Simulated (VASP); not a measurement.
NiMoIrPdW: single point with LDA

NiMoIrPdW:

```
Ni Mo Pd Ir W
1.0
     2.76616    0.00000    0.00000
    -1.38308    2.39557    0.00000
     0.00000    0.00000   11.02292
Ni Mo Pd Ir W
1 1 1 1 1
Cartesian
  0.0000 1.5971 6.5820
  0.0000 0.0000 4.5276
  1.3831 0.7985 8.7654
  1.3831 0.7985 2.2002
  0.0000 1.5971 10.9936
```

| Property | Result |
| --- | --- |
| Program | VASP 6.6.1 |
| Task | single point |
| Functional | LDA |
| Potentials or basis | VASP PAW LDA potentials, release 64 (Ni, Mo_sv, Pd, Ir, W_sv) |
| Cutoff | 520 eV |
| k mesh | 8 × 8 × 2 |
| Occupations | fermi-dirac, width 0.05 eV |
| Spin | collinear spin, ferromagnetic start |
| Starting moments | [1.0, 1.0, 0.0, 0.6, 0.0] μB |
| Dipole correction | no |
| Further INCAR settings | ALGO = Fast; EDIFF = 1e-06; NBANDS = 40 |

```yaml
Pressure: -13.4 GPa
Largest_force: 0.109 eV/Å
Net_moment: 0.00 μB per cell
Valence_electrons_inside_the_program's_atomic_spheres: Ni 9.19; Mo 12.47; Pd 9.57; Ir 8.40; W 12.10
```

Forces on the atoms (eV/Å):
```
Ni   0.000  0.000 -0.109
Mo   0.000  0.000  0.064
Pd   0.000  0.000  0.076
Ir   0.000  0.000 -0.006
W    0.000  0.000 -0.025
```

Stress tensor (GPa, compression positive):
```
-13.32   0.00   0.00
  0.00 -13.32   0.00
  0.00   0.00 -13.49
```

Levels at points of the mesh, in eV from the Fermi level:
Spin up:
| k point | band 25 | band 26 | band 27 | band 28 | band 29 | band 30 | band 31 | band 32 |
| --- | --- | --- | --- | --- | --- | --- | --- | --- |
| (0.00, 0.00, 0.00) | -1.49 | -1.49 | -1.06 | -1.06 | -0.86 | -0.33 | -0.33 | -0.16 |
| (0.50, 0.00, 0.00) | -0.39 | -0.39 | -0.18 | 0.73 | 0.98 | 1.28 | 1.63 | 2.32 |
| (0.50, 0.50, 0.00) | -0.39 | -0.39 | -0.18 | 0.73 | 0.98 | 1.28 | 1.63 | 2.32 |
| (0.00, 0.00, 0.50) | -1.47 | -1.42 | -1.42 | -1.28 | -1.28 | -0.21 | -0.21 | 0.34 |
| (0.50, 0.00, 0.50) | -0.51 | -0.39 | -0.24 | 0.63 | 0.98 | 1.46 | 2.21 | 2.43 |
| (0.50, 0.50, 0.50) | -0.51 | -0.39 | -0.24 | 0.63 | 0.98 | 1.46 | 2.21 | 2.43 |
Spin down:
```tsv
k point	band 26	band 27	band 28	band 29	band 30	band 31
(0.00, 0.00, 0.00)	-1.49	-1.06	-1.06	-0.86	-0.33	-0.33
(0.50, 0.00, 0.00)	-0.39	-0.18	0.73	0.98	1.28	1.63
(0.50, 0.50, 0.00)	-0.39	-0.18	0.73	0.98	1.28	1.63
(0.00, 0.00, 0.50)	-1.42	-1.42	-1.28	-1.28	-0.21	-0.21
(0.50, 0.00, 0.50)	-0.39	-0.24	0.63	0.98	1.47	2.21
(0.50, 0.50, 0.50)	-0.39	-0.24	0.63	0.98	1.47	2.21
```

Wall time 5.5 min on 1 thread of Intel(R) Xeon(R) Platinum 8488C (Sapphire Rapids) (shared host), peak memory 0.36 GiB.

Caveat: spin-orbit coupling is left out, which moves the levels of the heavy elements.
